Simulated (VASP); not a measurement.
# Si2Ni: single point with PBEsol

The system is Si2Ni.

```xyz
3
Lattice="0.0000 2.5879 2.4800 2.5879 0.0000 2.4800 2.5879 2.5879 0.0000" Properties=species:S:1:pos:R:3 pbc="T T T"
Si    1.2939    1.2939    1.2400
Si    3.8818    3.8818    3.7201
Ni    0.0000    0.0000    0.0000
```

This cell differs from its parent crystal: strain -0.040 along x and y, -0.080 along z.

```json
{
 "Program": "VASP 6.6.1",
 "Task": "single point",
 "Functional": "PBEsol",
 "Potentials or basis": "VASP PAW PBE potentials, release 64 (Si, Ni)",
 "Cutoff": "520 eV",
 "k mesh": "16 × 16 × 16",
 "Occupations": "gaussian, width 0.15 eV",
 "Spin": "no spin polarisation"
}
```

The pressure is 38.4 GPa and the band gap on the k mesh is zero (bands 9 and 10 overlap by 2.15 eV).

Stress tensor (GPa, compression positive):
```
37.51  0.00  0.00
 0.00 37.51  0.00
 0.00  0.00 40.12
```

Levels at points of the mesh, in eV from the Fermi level:
| k point | band 7 | band 8 | band 9 | band 10 | band 11 | band 12 |
| --- | --- | --- | --- | --- | --- | --- |
| (0.00, 0.00, 0.00) | 1.07 | 1.39 | 1.57 | 1.57 | 1.99 | 1.99 |
| (0.50, 0.00, 0.00) | -4.50 | -2.27 | -1.93 | 1.61 | 1.69 | 1.87 |
| (0.50, 0.50, 0.00) | -4.79 | -4.49 | -4.24 | -0.58 | 0.59 | 7.52 |
| (0.50, 0.00, 0.50) | -4.74 | -4.68 | -4.20 | -0.18 | 0.86 | 7.38 |

Wall time 2.1 min on 1 thread of Intel(R) Xeon(R) Platinum 8488C (Sapphire Rapids), on a shared host, peak memory 0.3 GiB.

Caveat: the cell differs from its parent crystal (strain -0.040 along x and y, -0.080 along z); the cell stands under pressure; the PAW data sets were made with another functional, which shifts forces and pressure a little. Spin polarisation is off, so any magnetic state and its effect on volume and gap are missing.
